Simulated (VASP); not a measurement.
Here is a VASP 6.6.1 calculation.

POSCAR

```
Ti
1.0
    2.6313256036      0.0000000000      0.0000000000
    0.0000000000      2.6313256036      0.0000000000
    0.0000000000      0.0000000000      2.6313256036
Ti
1
Direct
    0.0000000000      0.0000000000      0.0000000000
```

File INCAR.step1:

```
ALGO = Normal ; EDIFF = 1E-5
ENCUT = 520 ; GGA = PE
ISIF = 2 ; ISMEAR = -1
LASPH = T ; LCHARG = F
LREAL = F ; LWAVE = T
NBANDS = 12 ; NELM = 100
PREC = Accurate ; SIGMA = 0.1
```

File INCAR.step2:

```
AEXX = 0.25 ; ALGO = Normal
EDIFF = 1E-6 ; ENCUT = 520
ISIF = 2 ; ISMEAR = -1
ISTART = 1 ; LASPH = T
LCHARG = F ; LHFCALC = T
LMIXTAU = T ; LREAL = F
LWAVE = F ; METAGGA = R2SCAN
NBANDS = 12 ; NELM = 100
PREC = Accurate ; PRECFOCK = Normal
SIGMA = 0.1
```

Contents of KPOINTS:

```
k-points
0
Gamma
  6 6 6
```

Potentials or basis: VASP PAW PBE potentials, release 64 (Ti_sv).

Launch:

```bash
$ cat potpaw_PBE.64/Ti_sv/POTCAR > POTCAR
$ cp INCAR.step1 INCAR
$ mpirun -np 1 vasp_std > vasp.out
$ cp INCAR.step2 INCAR
$ mpirun -np 1 vasp_std > vasp.out
```

(1) Predict the band gap on the k mesh.

(2) What does it give for the pressure?

## Answers

(1) zero (bands 6 and 7 overlap by 3.82 eV).

(2) -0.9 GPa.

Caveat: the k points lie up to 0.40 Å⁻¹ apart, too coarse for converged energies and pressures of a metal; the PAW data sets were made with another functional, which shifts forces and pressure a little.
